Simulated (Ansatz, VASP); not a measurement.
# TiW3: VASP beside Ansatz

```
Ti W
1.0
     2.78530    0.00000    0.00000
    -1.39265    2.41214    0.00000
     0.00000    0.00000    9.86879
Ti W
1 3
Direct
  0.33333 0.66667 0.50000
  0.33333 0.66667 0.00000
  0.66667 0.33333 0.24993
  0.66667 0.33333 0.75007
```

Alike in both runs: functional PBE; k mesh 18 × 18 × 6; occupations gaussian, width 0.1 eV; no spin polarisation.

Ansatz relaxed the structure, and its values are those at the end. VASP's run is a single point on that final structure, the one shown.

```csv
,VASP,Ansatz
version,VASP 6.6.1,Ansatz 0.2.0
potentials or method,"VASP PAW PBE potentials, release 64 (Ti_sv, W_sv), cutoff 520 eV","scalar-relativistic, plane waves, PAW"
valence electrons in the cell,54,54
```

```csv
,VASP,Ansatz,Ansatz less VASP
gap on the k mesh at the Fermi level (eV),none,none,-
pressure (GPa),0.2,0.0,-0.25
rms of the force components (eV/Å),0.009,0.000,-0.0085
```

A gap of «none» marks a metal or a gap that the smearing closes.

Spin-orbit coupling is off throughout.
